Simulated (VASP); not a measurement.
# Mg3Sb2 (P-3m1) in VASP: further runs

Mg3Sb2 is run at these levels: PBE+D3(BJ); tasks: single point, relaxation of cell and atoms.

Everything below comes from runs of VASP 6.6.1. Logs are shortened: lines on timing, memory, paths and dates and some standing lists are left out, and cuts for length are marked.

## (1) The cell of the first run

Symmetry: P-3m1, No. 164, trigonal system. The conventional cell has a = 4.521 Å, b = 4.521 Å, c = 7.145 Å, α = 90.00°, β = 90.00°, γ = 120.00°. Mg (site symmetry 3m) has 4 Sb at 2.81 to 2.92 Å and 3 Mg at 3.22 Å within 3.7 Å. Within 4.0 Å of Mg (site symmetry -3m) lie 6 Sb at 3.06 Å and 6 Mg at 3.71 Å. Within 3.7 Å of Sb (site symmetry 3m) lie 7 Mg at 2.81 to 3.06 Å.

## (2) Single point, PBE+D3(BJ)

The input, INCAR:

```
PREC     = Accurate       # precision mode
ENCUT    = 520            # plane-wave cutoff, eV
EDIFF    = 1E-6           # SCF threshold, eV
ISMEAR   = 0              # smearing method
SIGMA    = 0.01           # smearing width, eV
LREAL    = False          # projectors in reciprocal space
LASPH    = True           # aspherical terms in the spheres
NELM     = 100            # most SCF steps
ALGO     = Normal         # electronic algorithm
ISIF     = 2              # what is computed and relaxed
LWAVE    = False          # write WAVECAR
LCHARG   = True           # write CHGCAR
GGA      = PE             # functional
IVDW     = 12             # dispersion correction
LELF     = True           # ELF
LVHAR    = True         
NBANDS   = 16             # bands
```

The input, KPOINTS:

```
regular mesh
0
Gamma
  9 9 6
```

The input, POSCAR:

```
Mg3Sb2
1.0
    4.5208686328      0.0000000000      0.0000000000
   -2.2604343164      3.9151870832      0.0000000000
    0.0000000000      0.0000000000      7.1445431173
Mg Sb
3 2
Direct
    0.3333333333      0.6666666667      0.6314770184
    0.6666666667      0.3333333333      0.3685229816
    0.0000000000      0.0000000000      0.0000000000
    0.3333333333      0.6666666667      0.2232643267
    0.6666666667      0.3333333333      0.7767356733
```

Potentials or basis: VASP PAW PBE potentials, release 64 (Mg, Sb).

Run with:

```sh
cat potpaw_PBE.64/Mg/POTCAR potpaw_PBE.64/Sb/POTCAR > POTCAR
mpirun -np 1 vasp_std > vasp.out
```

OUTCAR:

```text
PREC = Accurate
   ENCUT = 520
   EDIFF = 1E-6
   ISMEAR = 0
   LREAL = False
   LASPH = True
   NELM = 100
   ISIF = 2
   GGA = PE
   IVDW = 12
 IVDW          = 12

 ion  position               nearest neighbor table
   1  0.333  0.667  0.631-   5 2.81   5 2.81   5 2.81   4 2.92   2 3.22   2 3.22   2 3.22
   2  0.667  0.333  0.369-   4 2.81   4 2.81   4 2.81   5 2.92   1 3.22   1 3.22   1 3.22
   3  0.000  0.000  0.000-   4 3.06   5 3.06   5 3.06   4 3.06   5 3.06   4 3.06
   4  0.333  0.667  0.223-   2 2.81   2 2.81   2 2.81   1 2.92   3 3.06   3 3.06   3 3.06
   5  0.667  0.333  0.777-   1 2.81   1 2.81   1 2.81   2 2.92   3 3.06   3 3.06   3 3.06

  LATTYP: Found a hexagonal cell.
 ALAT       =     4.5208686328
 C/A-ratio  =     1.5803474282

  Lattice vectors:

 A1 = (   4.5208686328,   0.0000000000,   0.0000000000)
 A2 = (  -2.2604343164,   3.9151870832,   0.0000000000)
 A3 = (   0.0000000000,   0.0000000000,   7.1445431173)

Analysis of symmetry for initial positions (statically):
=====================================================================
 Subroutine PRICEL returns:
 Original cell was already a primitive cell.

 Routine SETGRP: Setting up the symmetry group for a
 hexagonal supercell.

 Subroutine GETGRP returns: Found 12 space group operations
 (whereof 12 operations were pure point group operations)
 out of a pool of 24 trial point group operations.

The static configuration has the point symmetry D_3d.

Analysis of symmetry for dynamics (positions and initial velocities):
=====================================================================
 Subroutine PRICEL returns:
 Original cell was already a primitive cell.

 Routine SETGRP: Setting up the symmetry group for a
 hexagonal supercell.

 Subroutine GETGRP returns: Found 12 space group operations
 (whereof 12 operations were pure point group operations)
 out of a pool of 24 trial point group operations.

The dynamic configuration has the point symmetry D_3d.

 Subroutine INISYM returns: Found 12 space group operations
 (whereof 12 operations are pure point group operations),
 and found     1 'primitive' translations

----------------------------------------------------------------------------------------

                                     Primitive cell

  volume of cell :     126.4587

  direct lattice vectors                    reciprocal lattice vectors
     4.520868633  0.000000000  0.000000000     0.221196430  0.127707818  0.000000000
    -2.260434316  3.915187083  0.000000000     0.000000000  0.255415636  0.000000000
[... 97 lines left out ...]
   ISIF   =      2    stress and relaxation
   ISYM   =      2    0-nonsym 1-usesym 2-fastsym
   POTIM  = 0.5000    time-step for ionic-motion
   TEBEG  =    0.0;   TEEND  =   0.0 temperature during run
   PSTRESS=    0.0 pullay stress
   NELECT =      16.0000    total number of electrons
   NUPDOWN=      -1.0000    fix difference up-down
   EMIN   =  10.00;   EMAX   =-10.00  energy-range for DOS
   EFERMI =   0.00;   METHOD = LEGACY
   ISMEAR =     0;   SIGMA  =   0.01  broadening in eV -4-tet -1-fermi 0-gaus
   EFERMI_NEDOS =   21; number of points for ismear=-14 and -15
   IALGO  =     38    algorithm
   IMIX   =      4    mixing-type and parameters
     AMIX     =   0.40;   BMIX     =  1.00
     AMIX_MAG =   1.60;   BMIX_MAG =  1.00
  volume/ion in A,a.u.               =      25.29       170.68
  Fermi-wavevector in a.u.,A,eV,Ry     =   0.821861  1.553093  9.190137  0.675456
  Thomas-Fermi vector in A             =   1.933095
   LORBIT       =      0    0 simple, 1 ext, 2 COOP (PROOUT), +10 PAW based schemes
   GGA     = PE    functional components
   LHFCALC =     F    Hartree Fock is set to
   AEXX    =    0.0000 exact exchange contribution
   IVDW    =    12    specifies the selected vdW correction
   LEPSILON=     F    determine dielectric tensor
   LRPA    =     F    only Hartree local field effects (RPA)
 non-spin polarized calculation
 Gauss-broadening in eV      SIGMA  =   0.01
  energy-cutoff  :      520.00
  volume of cell :      126.46
 maximum number of plane-waves:      3470
 NGX is ok and might be reduce to    36
   NGX = 17   NGY = 17   NGZ = 27

 number of electron      16.0000001 magnetization

 Free energy of the ion-electron system (eV)
  ---------------------------------------------------
  ext. energy  EPLUGINS =         0.00000000
  ---------------------------------------------------
  free energy    TOTEN  =       -14.59948532 eV

  energy without entropy =      -14.59948532  energy(sigma->0) =      -14.59948532

 E-fermi :   4.8666     XC(G=0):  -8.9247

 val. band max:        4.8047095919   @ k =   0.0000   0.0000   0.0000
 cond. band min:       4.9296204402   @ k =   0.0000   0.4444   0.3333
 fundamental gap:      0.1249108483
 Fermi energy:         4.8666365361

 k-point     1 :       0.0000    0.0000    0.0000
  band No.  band energies     occupation
      1      -5.7233      2.00000
      2      -4.3738      2.00000
      3      -0.3227      2.00000
      4       3.6346      2.00000
      5       3.6346      2.00000
      6       4.3734      2.00000
[... 433 lines left out ...]
      3       0.3827      2.00000
      4       1.3850      2.00000
      5       1.6363      2.00000
      6       2.5642      2.00000
[... 8 lines left out ...]
     15       9.8885      0.00000
     16      10.5443      0.00000

 [... further k-points ...]

------------------------ aborting loop because EDIFF is reached ----------------------------------------

 Edisp (eV)   -1.80750

 E8    (eV) :    -0.8162

  FORCE on cell =-STRESS in cart. coord.  units (eV):
  Direction    XX          YY          ZZ          XY          YZ          ZX
  --------------------------------------------------------------------------------------
  -------------------------------------------------------------------------------------
  Total       0.01429     0.01429     0.02424    -0.00000     0.00000    -0.00000
  in kB       0.18101     0.18101     0.30711    -0.00000     0.00000    -0.00000
  external pressure =        0.22 kB  Pullay stress =        0.00 kB

 VOLUME and BASIS-vectors are now :
 -----------------------------------------------------------------------------
  energy-cutoff  :      520.00
  volume of cell :      126.46
      direct lattice vectors                 reciprocal lattice vectors
     4.520868633  0.000000000  0.000000000     0.221196430  0.127707818  0.000000000
    -2.260434316  3.915187083  0.000000000     0.000000000  0.255415636  0.000000000
     0.000000000  0.000000000  7.144543117     0.000000000  0.000000000  0.139966963

 POSITION                                       TOTAL-FORCE (eV/Angst)
 -----------------------------------------------------------------------------------
     -0.00000      2.61012      4.51161        -0.000000      0.000000     -0.005311
      2.26043      1.30506      2.63293         0.000000     -0.000000      0.005311
      0.00000      0.00000      0.00000         0.000000      0.000000      0.000000
     -0.00000      2.61012      1.59512         0.000000     -0.000000     -0.018866
      2.26043      1.30506      5.54942        -0.000000      0.000000      0.018866
 -----------------------------------------------------------------------------------
    total drift:                               -0.000000      0.000000      0.000000

  FREE ENERGIE OF THE ION-ELECTRON SYSTEM (eV)
  ---------------------------------------------------
  free  energy   TOTEN  =       -16.4069880155 eV

  energy  without entropy=      -16.4069880155  energy(sigma->0) =      -16.40698802
```

stdout:

```text
POSCAR found type information on POSCAR MgSb
 POSCAR found :  2 types and       5 ions
 scaLAPACK will be used
 LDA part: xc-table for (Slater+PW92), standard interpolation
 POSCAR, INCAR and KPOINTS ok, starting setup
 FFT: planning ... GRIDC
 FFT: planning ... GRID_SOFT
 FFT: planning ... GRID
 WAVECAR not read
 entering main loop
```

Run time: 78 s. Hardware: 1 thread of AMD EPYC 7R13 (Zen 3), shared host; peak memory 0.3 GiB.

What came out:

* Free energy: -16.4070 eV
* Pressure: 0.0 GPa
* Largest force: 0.019 eV/Å
* Band gap on the k mesh: 0.12 eV, indirect (least direct gap 1.25 eV)
* Dispersion energy per atom: -0.362 eV

Forces in eV/Å, atoms in the order of the input:
```
Mg   0.000  0.000 -0.005
Mg   0.000  0.000  0.005
Mg   0.000  0.000  0.000
Sb   0.000  0.000 -0.019
Sb   0.000  0.000  0.019
```

Levels at points of the mesh, in eV from the valence-band top:
```tsv
k point	band 5	band 6	band 7	band 8	band 9	band 10	band 11	band 12
(0.00, 0.00, 0.00)	-1.17	-0.43	-0.43	0.00	1.25	1.26	3.03	3.03
(0.00, 0.00, 0.50)	-0.82	-0.82	-0.81	-0.81	1.78	1.95	2.67	2.67
```

Caveat: spin-orbit coupling is left out, which moves the levels of the heavy elements. A k mesh can miss the band edges.

## (3) Relaxation of cell and atoms, PBE+D3(BJ)

This run uses another cell than the first one, of 26.60 Å³/atom, 1.052 times its volume.

The input, INCAR:

```
SYSTEM = Mg3Sb2
ALGO = Normal
EDIFF = 1E-7
EDIFFG = -0.005
ENCUT = 600
GGA = PE
GGA_COMPAT = .False.
IBRION = 2
ISIF = 3
ISMEAR = 0
IVDW = 12
LASPH = .True.
LCHARG = .False.
LREAL = .False.
LWAVE = .False.
NELM = 120
NELMIN = 4
NSW = 70
PREC = Accurate
SIGMA = 0.01
```

The input, KPOINTS:

```
k-points
0
Gamma
  9 9 6
  0 0 0
```

The input, POSCAR:

```
Mg3Sb2
1.0
    4.5952433795      0.0000000000      0.0000000000
   -2.2976216898      3.9795975032      0.0000000000
    0.0000000000      0.0000000000      7.2730418868
Mg Sb
3 2
Direct
    0.3333333333      0.6666666667      0.6322157793
    0.6666666667      0.3333333333      0.3677842207
    0.0000000000      0.0000000000      0.0000000000
    0.3333333333      0.6666666667      0.2257195762
    0.6666666667      0.3333333333      0.7742804238
```

Potentials or basis: VASP PAW PBE potentials, release 64 (Mg, Sb).

Run with:

```sh
cat potpaw_PBE.64/Mg/POTCAR potpaw_PBE.64/Sb/POTCAR > POTCAR
mpirun -np 1 vasp_std > vasp.out
```

Wall time 4.5 min (1 thread of Intel Xeon Platinum 8559C (Emerald Rapids), shared host); peak memory 0.42 GiB.

It converged, with:

```yaml
Free_energy: -16.4074 eV
Relaxed_volume: 25.29 Å³/atom
Relaxed_cell: a = 4.521 Å, b = 4.521 Å, c = 7.144 Å, α = 90.00°, β = 90.00°, γ = 120.00°
Space_group_after_relaxing_to_0.05_Å: P-3m1 (No. 164)
Energy_gained_by_relaxing: 9.2 meV/atom
Ionic_steps: 9
Pressure_after_relaxing: 0.0 GPa
Band_gap_on_the_k_mesh: 0.12 eV, indirect (least direct gap 1.25 eV)
Dispersion_energy_per_atom: -0.362 eV
```

The path:
| step | energy change (eV) | largest force (eV/Å) | pressure (GPa) | volume (Å³) |
| --- | --- | --- | --- | --- |
| 1 | 0.0000 | 0.0115 | -2.14 | 133.00 |
| 2 | -0.0431 | 0.1299 | 0.20 | 126.29 |
| 3 | -0.0433 | 0.1205 | 0.01 | 126.78 |
| 4 | -0.0446 | 0.0850 | 0.01 | 126.68 |
| 5 | -0.0458 | 0.0171 | 0.01 | 126.47 |
| 6 | -0.0459 | 0.0170 | 0.01 | 126.45 |
| 7 | -0.0459 | 0.0109 | -0.01 | 126.48 |
| 8 | -0.0459 | 0.0036 | -0.03 | 126.53 |
| 9 | -0.0459 | 0.0015 | 0.00 | 126.45 |

Final structure:
```xyz
5
Lattice="4.5211 0.0000 0.0000 -2.2605 3.9154 0.0000 0.0000 0.0000 7.1437" Properties=species:S:1:pos:R:3 pbc="T T T"
Mg    0.0000    2.6102    4.5095
Mg    2.2605    1.3051    2.6342
Mg    0.0000    0.0000    0.0000
Sb    0.0000    2.6102    1.5922
Sb    2.2605    1.3051    5.5515
```

Levels at points of the mesh, in eV from the valence-band top:
```csv
k point,band 4,band 5,band 6,band 7,band 8,band 9,band 10,band 11,band 12
"(0.00, 0.00, 0.00)",-1.17,-1.17,-0.43,-0.43,0.00,1.25,1.26,3.03,3.03
"(0.00, 0.00, 0.50)",-3.13,-0.82,-0.82,-0.81,-0.81,1.78,1.95,2.67,2.67
```

Caveat: spin-orbit coupling is left out, which moves the levels of the heavy elements.
